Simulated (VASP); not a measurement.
Here is a VASP 6.6.1 calculation.

Contents of INCAR:

```
SYSTEM = HfN
PREC = Accurate
ENCUT = 600
EDIFF = 1E-6
ISMEAR = 0
SIGMA = 0.1
LREAL = .False.
LASPH = .True.
NELM = 120
ALGO = Normal
ISIF = 2
LWAVE = .False.
LCHARG = .False.
GGA = PE
NBANDS = 14
GGA_COMPAT = .False.
```

The input KPOINTS:

```
Automatic mesh
0
Gamma
  16 16 16
  0 0 0
```

File POSCAR:

```
HfN
1.0
    0.0000000000      2.2737163194      2.2737163194
    2.2737163194      0.0000000000      2.2737163194
    2.2737163194      2.2737163194      0.0000000000
Hf N
1 1
Direct
    0.0000000000      0.0000000000      0.0000000000
    0.5000000000      0.5000000000      0.5000000000
```

Potentials or basis: VASP PAW PBE potentials, release 64 (Hf_pv, N).

Run with:

```bash
$ cat potpaw_PBE.64/Hf_pv/POTCAR potpaw_PBE.64/N/POTCAR > POTCAR
$ mpirun -np 1 vasp_std > vasp.out
```

(1) Estimate the pressure.

Answers

(1) -2.4 GPa.
